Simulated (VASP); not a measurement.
# W2Se (Fm-3m) in VASP: notebook

Runs on W2Se. Level: PBE. Tasks: single point.

All numbers are computed with VASP 6.6.1; they aren't measurements. Logs are shortened: lines on timing, memory, paths and dates and some standing lists are left out, and cuts for length are marked.

### 1 The cell of the first run

It takes space group Fm-3m (No. 225, cubic). Conventional cell: a = 5.962 Å, b = 5.962 Å, c = 5.962 Å, α = 90.00°, β = 90.00°, γ = 90.00°. W (site symmetry -43m) has 4 Se at 2.58 Å and 6 W at 2.98 Å within 3.4 Å. Within 3.4 Å of Se (site symmetry m-3m) lie 8 W at 2.58 Å.

The cell was generated, and may not be a known phase.

### 2 Single point, PBE

The input, INCAR:

```
SYSTEM = W2Se
PREC = Accurate
ENCUT = 500
EDIFF = 1E-6
ISMEAR = 0
SIGMA = 0.2
LREAL = .FALSE.
LASPH = .TRUE.
NELM = 120
ALGO = Normal
ISIF = 2
LWAVE = .FALSE.
LCHARG = .TRUE.
GGA = PE
LELF = .TRUE.
LVHAR = .TRUE.
NBANDS = 24
GGA_COMPAT = .FALSE.
```

The input, KPOINTS:

```
regular mesh
0
G
  5 5 5
  0 0 0
```

The input, POSCAR:

```
W2Se
1.0
    0.0000000000      2.9808136796      2.9808136796
    2.9808136796      0.0000000000      2.9808136796
    2.9808136796      2.9808136796      0.0000000000
W Se
2 1
Direct
    0.7500000000      0.7500000000      0.7500000000
    0.2500000000      0.2500000000      0.2500000000
    0.5000000000      0.5000000000      0.5000000000
```

Potentials or basis: VASP PAW PBE potentials, release 64 (W_sv, Se).

Command:

```sh
cat potpaw_PBE.64/W_sv/POTCAR potpaw_PBE.64/Se/POTCAR > POTCAR
mpirun -np 1 vasp_std > vasp.out
```

OUTCAR:

```text
SYSTEM = W2Se
   PREC = Accurate
   ENCUT = 500
   EDIFF = 1E-6
   ISMEAR = 0
   LREAL = .FALSE.
   LASPH = .TRUE.
   NELM = 120
   ISIF = 2
   GGA = PE

 ion  position               nearest neighbor table
   1  0.750  0.750  0.750-   3 2.58   3 2.58   3 2.58   3 2.58   2 2.98   2 2.98   2 2.98   2 2.98
                             2 2.98   2 2.98
   2  0.250  0.250  0.250-   3 2.58   3 2.58   3 2.58   3 2.58   1 2.98   1 2.98   1 2.98   1 2.98
                             1 2.98   1 2.98
   3  0.500  0.500  0.500-   2 2.58   2 2.58   2 2.58   1 2.58   2 2.58   1 2.58   1 2.58   1 2.58

  LATTYP: Found a face centered cubic cell.
 ALAT       =     5.9616273592

  Lattice vectors:

 A1 = (   0.0000000000,   2.9808136796,   2.9808136796)
 A2 = (   2.9808136796,   0.0000000000,   2.9808136796)
 A3 = (   2.9808136796,   2.9808136796,   0.0000000000)

Analysis of symmetry for initial positions (statically):
=====================================================================
 Subroutine PRICEL returns:
 Original cell was already a primitive cell.

 Routine SETGRP: Setting up the symmetry group for a
 face centered cubic supercell.

 Subroutine GETGRP returns: Found 48 space group operations
 (whereof 48 operations were pure point group operations)
 out of a pool of 48 trial point group operations.

The static configuration has the point symmetry O_h .

Analysis of symmetry for dynamics (positions and initial velocities):
=====================================================================
 Subroutine PRICEL returns:
 Original cell was already a primitive cell.

 Routine SETGRP: Setting up the symmetry group for a
 face centered cubic supercell.

 Subroutine GETGRP returns: Found 48 space group operations
 (whereof 48 operations were pure point group operations)
 out of a pool of 48 trial point group operations.

The dynamic configuration has the point symmetry O_h .

 Subroutine INISYM returns: Found 48 space group operations
 (whereof 48 operations are pure point group operations),
 and found     1 'primitive' translations

----------------------------------------------------------------------------------------

                                     Primitive cell

  volume of cell :      52.9706

  direct lattice vectors                    reciprocal lattice vectors
     0.000000000  2.980813680  2.980813680    -0.167739434  0.167739434  0.167739434
     2.980813680  0.000000000  2.980813680     0.167739434 -0.167739434  0.167739434
     2.980813680  2.980813680  0.000000000     0.167739434  0.167739434 -0.167739434

  length of vectors
     4.215507133  4.215507133  4.215507133     0.290533222  0.290533222  0.290533222

  position of ions in fractional coordinates (direct lattice)
     0.750000000  0.750000000  0.750000000
     0.250000000  0.250000000  0.250000000
     0.500000000  0.500000000  0.500000000

  ion indices of the primitive-cell ions
   primitive index   ion index
                 1           1
                 2           2
                 3           3

----------------------------------------------------------------------------------------

 KPOINTS: regular mesh

Automatic generation of k-mesh.
 Grid dimensions read from file:
 generate k-points for:    5    5    5

 Generating k-lattice:

  Cartesian coordinates                     Fractional coordinates (reciprocal lattice)
    -0.033547887  0.033547887  0.033547887     0.200000000  0.000000000  0.000000000
     0.033547887 -0.033547887  0.033547887     0.000000000  0.200000000  0.000000000
     0.033547887  0.033547887 -0.033547887     0.000000000  0.000000000  0.200000000

  Length of vectors
     0.058106644  0.058106644  0.058106644

  Shift w.r.t. Gamma in fractional coordinates (k-lattice)
     0.000000000  0.000000000  0.000000000

 Subroutine IBZKPT returns following result:
 ===========================================

 Found     10 irreducible k-points:

 Following reciprocal coordinates:
            Coordinates               Weight
  0.000000  0.000000  0.000000      1.000000
  0.200000  0.000000  0.000000      8.000000
  0.400000  0.000000  0.000000      8.000000
  0.200000  0.200000  0.000000      6.000000
  0.400000  0.200000  0.000000     24.000000
 -0.400000  0.200000  0.000000     24.000000
 -0.200000  0.200000  0.000000     12.000000
  0.400000  0.400000  0.000000      6.000000
 -0.400000  0.400000  0.000000     12.000000
 -0.400000  0.400000  0.200000     24.000000
   k-points           NKPTS =     10   k-points in BZ     NKDIM =     10   number of bands    NBANDS=     24
   number of dos      NEDOS =    301   number of ions     NIONS =      3
   total plane-waves  NPLWV =  32768
   dimension x,y,z NGX =    32 NGY =   32 NGZ =   32
   dimension x,y,z NGXF=    64 NGYF=   64 NGZF=   64
   ions per type =               2   1
   NGX,Y,Z   is equivalent  to a cutoff of  12.62, 12.62, 12.62 a.u.
   NGXF,Y,Z  is equivalent  to a cutoff of  25.24, 25.24, 25.24 a.u.
 SYSTEM =  W2Se
   PREC   = accura    normal or accurate (medium, high low for compatibility)
   ISTART =      0    job   : 0-new  1-cont  2-samecut
   ICHARG =      2    charge: 1-file 2-atom 10-const
   ISPIN  =      1    spin polarized calculation?
   LNONCOLLINEAR =      F non collinear calculations
   LSORBIT =      F    spin-orbit coupling
   LASPH  =      T    aspherical Exc in radial PAW
   ENCUT  =  500.0 eV  36.75 Ry    6.06 a.u.   7.69  7.69  7.69*2*pi/ulx,y,z
   NELM   =    120;   NELMIN=  2; NELMDL= -5     # of ELM steps
   EDIFF  = 0.1E-05   stopping-criterion for ELM
   LREAL  =      F    real-space projection
   EDIFFG = 0.1E-04   stopping-criterion for IOM
   NSW    =      0    number of steps for IOM
   IBRION =     -1    ionic relax: 0-MD 1-quasi-New 2-CG
   NFREE  =      0    steps in history (QN), initial steepest desc. (CG)
   ISIF   =      2    stress and relaxation
   ISYM   =      2    0-nonsym 1-usesym 2-fastsym
   POTIM  = 0.5000    time-step for ionic-motion
   TEBEG  =    0.0;   TEEND  =   0.0 temperature during run
   PSTRESS=    0.0 pullay stress
   NELECT =      34.0000    total number of electrons
   NUPDOWN=      -1.0000    fix difference up-down
   EMIN   =  10.00;   EMAX   =-10.00  energy-range for DOS
   EFERMI =   0.00;   METHOD = LEGACY
   ISMEAR =     0;   SIGMA  =   0.20  broadening in eV -4-tet -1-fermi 0-gaus
   EFERMI_NEDOS =   21; number of points for ismear=-14 and -15
   IALGO  =     38    algorithm
   IMIX   =      4    mixing-type and parameters
     AMIX     =   0.40;   BMIX     =  1.00
     AMIX_MAG =   1.60;   BMIX_MAG =  1.00
  volume/ion in A,a.u.               =      17.66       119.15
  Fermi-wavevector in a.u.,A,eV,Ry     =   1.412179  2.668631 27.133399  1.994249
  Thomas-Fermi vector in A             =   2.533954
   LORBIT       =      0    0 simple, 1 ext, 2 COOP (PROOUT), +10 PAW based schemes
   GGA     = PE    functional components
   LHFCALC =     F    Hartree Fock is set to
   AEXX    =    0.0000 exact exchange contribution
   IVDW    =     0    specifies the selected vdW correction
   LEPSILON=     F    determine dielectric tensor
   LRPA    =     F    only Hartree local field effects (RPA)
 non-spin polarized calculation
 Gauss-broadening in eV      SIGMA  =   0.20
  energy-cutoff  :      500.00
  volume of cell :       52.97
 maximum number of plane-waves:      1363
   NGX = 15   NGY = 15   NGZ = 15

 number of electron      34.0000000 magnetization

 Free energy of the ion-electron system (eV)
  ---------------------------------------------------
  ext. energy  EPLUGINS =         0.00000000
  ---------------------------------------------------
  free energy    TOTEN  =       -25.68827039 eV

  energy without entropy =      -25.60968509  energy(sigma->0) =      -25.64897774

 E-fermi :   9.4610     XC(G=0): -12.2667

 val. band max:        9.4251758497   @ k =  -0.4000   0.4000   0.0000
 cond. band min:       9.4708092376   @ k =   0.4000   0.0000   0.0000
 fundamental gap:      0.0456333878
 Fermi energy:         9.4609974605

 k-point     1 :       0.0000    0.0000    0.0000
  band No.  band energies     occupation
      1     -64.7193      2.00000
      2     -64.6586      2.00000
      3     -29.0974      2.00000
      4     -29.0974      2.00000
      5     -29.0974      2.00000
      6     -28.7816      2.00000
[... 16 lines left out ...]
     23      13.7198      0.00000
     24      14.4036      0.00000

 k-point     2 :       0.2000    0.0000    0.0000
  band No.  band energies     occupation
      1     -64.7134      2.00000
      2     -64.6643      2.00000
      3     -29.0757      2.00000
      4     -29.0694      2.00000
      5     -29.0694      2.00000
      6     -28.8213      2.00000
[... 16 lines left out ...]
     23      13.4760      0.00000
     24      14.3229      0.00000

 k-point     3 :       0.4000    0.0000    0.0000
  band No.  band energies     occupation
      1     -64.6981      2.00000
      2     -64.6793      2.00000
      3     -29.0120      2.00000
      4     -28.9941      2.00000
      5     -28.9941      2.00000
      6     -28.9138      2.00000
[... 16 lines left out ...]
     23      14.0842      0.00000
     24      15.4569      0.00000

 k-point     4 :       0.2000    0.2000    0.0000
  band No.  band energies     occupation
      1     -64.7121      2.00000
      2     -64.6654      2.00000
      3     -29.1171      2.00000
      4     -29.1171      2.00000
      5     -28.9643      2.00000
      6     -28.9359      2.00000
[... 16 lines left out ...]
     23      13.6577      0.00000
     24      15.6334      0.00000

 k-point     5 :       0.4000    0.2000    0.0000
  band No.  band energies     occupation
      1     -64.7019      2.00000
      2     -64.6754      2.00000
      3     -29.1057      2.00000
      4     -29.1003      2.00000
      5     -29.0594      2.00000
      6     -28.8514      2.00000
[... 16 lines left out ...]
     23      13.7673      0.00000
     24      15.9181      0.00000

 k-point     6 :      -0.4000    0.2000    0.0000
  band No.  band energies     occupation
      1     -64.6905      2.00000
      2     -64.6866      2.00000
      3     -29.1370      2.00000
      4     -29.0343      2.00000
      5     -29.0225      2.00000
      6     -28.8815      2.00000
[... 16 lines left out ...]
     23      13.6514      0.00000
     24      16.2083      0.00000

 k-point     7 :      -0.2000    0.2000    0.0000
  band No.  band energies     occupation
      1     -64.7051      2.00000
      2     -64.6723      2.00000
      3     -29.1379      2.00000
      4     -28.9870      2.00000
      5     -28.9762      2.00000
      6     -28.9250      2.00000
[... 16 lines left out ...]
     23      13.8622      0.00000
     24      14.9949      0.00000

 k-point     8 :       0.4000    0.4000    0.0000
  band No.  band energies     occupation
      1     -64.7006      2.00000
      2     -64.6765      2.00000
      3     -29.1779      2.00000
      4     -29.1486      2.00000
      5     -29.1486      2.00000
      6     -28.7444      2.00000
[... 16 lines left out ...]
     23      13.5592      0.00000
     24      15.9685      0.00000

 k-point     9 :      -0.4000    0.4000    0.0000
  band No.  band energies     occupation
      1     -64.6947      2.00000
      2     -64.6823      2.00000
      3     -29.2068      2.00000
      4     -29.1233      2.00000
      5     -29.1192      2.00000
      6     -28.7797      2.00000
[... 16 lines left out ...]
     23      14.4356      0.00000
     24      16.2877      0.00000

 k-point    10 :      -0.4000    0.4000    0.2000
  band No.  band energies     occupation
      1     -64.6936      2.00000
      2     -64.6835      2.00000
      3     -29.1745      2.00000
      4     -29.1528      2.00000
      5     -29.0094      2.00000
      6     -28.8910      2.00000
[... 16 lines left out ...]
     23      13.7821      0.00000
     24      16.2622      0.00000

------------------------ aborting loop because EDIFF is reached ----------------------------------------

  FORCE on cell =-STRESS in cart. coord.  units (eV):
  Direction    XX          YY          ZZ          XY          YZ          ZX
  --------------------------------------------------------------------------------------
  -------------------------------------------------------------------------------------
  Total        0.1407172      0.1407172      0.1407172      0.0000000     -0.0000000     -0.0000000
  in kB        4.2562137      4.2562137      4.2562137      0.0000000     -0.0000000     -0.0000000
  external PRESSURE =       4.2562137 kB  Pullay stress =       0.0000000 kB

 VOLUME and BASIS-vectors are now :
 -----------------------------------------------------------------------------
  energy-cutoff  :      500.00
  volume of cell :       52.97
      direct lattice vectors                 reciprocal lattice vectors
     0.000000000  2.980813680  2.980813680    -0.167739434  0.167739434  0.167739434
     2.980813680  0.000000000  2.980813680     0.167739434 -0.167739434  0.167739434
     2.980813680  2.980813680  0.000000000     0.167739434  0.167739434 -0.167739434

 POSITION                                       TOTAL-FORCE (eV/Angst)
 -----------------------------------------------------------------------------------
      4.47122      4.47122      4.47122        -0.000000     -0.000000      0.000000
      1.49041      1.49041      1.49041         0.000000      0.000000     -0.000000
      2.98081      2.98081      2.98081         0.000000      0.000000     -0.000000
 -----------------------------------------------------------------------------------
    total drift:                               -0.000000      0.000000      0.000000

  FREE ENERGIE OF THE ION-ELECTRON SYSTEM (eV)
  ---------------------------------------------------
  free  energy   TOTEN  =       -25.6882703873 eV

  energy  without entropy=      -25.6096850927  energy(sigma->0) =      -25.64897774
```

Wall time 14 s (1 thread of Intel Xeon 8259CL, shared host); peak memory 0.17 GiB.

Results:

| Property | Result |
| --- | --- |
| Free energy | -25.6883 eV |
| Pressure | 0.4 GPa |
| Band gap on the k mesh | zero (bands 17 and 18 overlap by 2.27 eV) |

Levels at points of the mesh, in eV from the Fermi level:
| k point | band 15 | band 16 | band 17 | band 18 | band 19 | band 20 |
| --- | --- | --- | --- | --- | --- | --- |
| (0.00, 0.00, 0.00) | -2.31 | 1.80 | 1.80 | 1.80 | 3.45 | 3.45 |

Caveat: the k points lie up to 0.37 Å⁻¹ apart, too coarse for converged energies and pressures of a metal; spin-orbit coupling is left out, which moves the levels of the heavy elements.

### 3 Single point, PBE

This run uses another cell than the first one, of 17.57 Å³/atom.

The input, INCAR:

```
PREC = Accurate
ENCUT = 500
EDIFF = 1E-6
ISMEAR = 0
SIGMA = 0.2
LREAL = F
LASPH = T
NELM = 120
ALGO = Normal
ISIF = 2
LWAVE = F
LCHARG = F
GGA = PE
NBANDS = 24
GGA_COMPAT = F
```

The input, KPOINTS:

```
Automatic mesh
0
Gamma
  6 6 6
```

The input, POSCAR:

```
W2Se
1.0
    0.0000000000      2.9760109010      2.9760109010
    2.9760109010      0.0000000000      2.9760109010
    2.9760109010      2.9760109010      0.0000000000
W Se
2 1
Direct
    0.7500000000      0.7500000000      0.7500000000
    0.2500000000      0.2500000000      0.2500000000
    0.0000000000      0.0000000000      0.0000000000
```

Potentials or basis: VASP PAW PBE potentials, release 64 (W_sv, Se).

Command:

```sh
cat potpaw_PBE.64/W_sv/POTCAR potpaw_PBE.64/Se/POTCAR > POTCAR
mpirun -np 1 vasp_std > vasp.out
```

Run time: 16 s. Hardware: 1 thread of Intel Xeon 8259CL, shared host; peak memory 0.18 GiB.

It converged, with:

| Item | Value |
| --- | --- |
| Free energy | -25.7018 eV |
| Pressure | 0.0 GPa |
| Band gap on the k mesh | zero (bands 17 and 18 overlap by 2.51 eV) |

Levels at points of the mesh, in eV from the Fermi level:
```csv
k point,band 13,band 14,band 15,band 16,band 17,band 18,band 19,band 20,band 21,band 22
"(0.00, 0.00, 0.00)",-3.90,-3.90,-2.36,1.78,1.78,1.78,3.43,3.43,3.43,4.26
"(0.50, 0.00, 0.00)",-1.97,-1.97,-1.46,-1.31,-0.73,-0.73,-0.60,-0.60,2.66,4.71
"(0.50, 0.50, 0.00)",-3.66,-3.64,-2.97,-0.26,-0.26,0.41,0.41,2.33,2.90,4.08
```

Caveat: spin-orbit coupling is left out, which moves the levels of the heavy elements.

The gap in the log of VASP goes by the Fermi energy; the results here count the filled bands.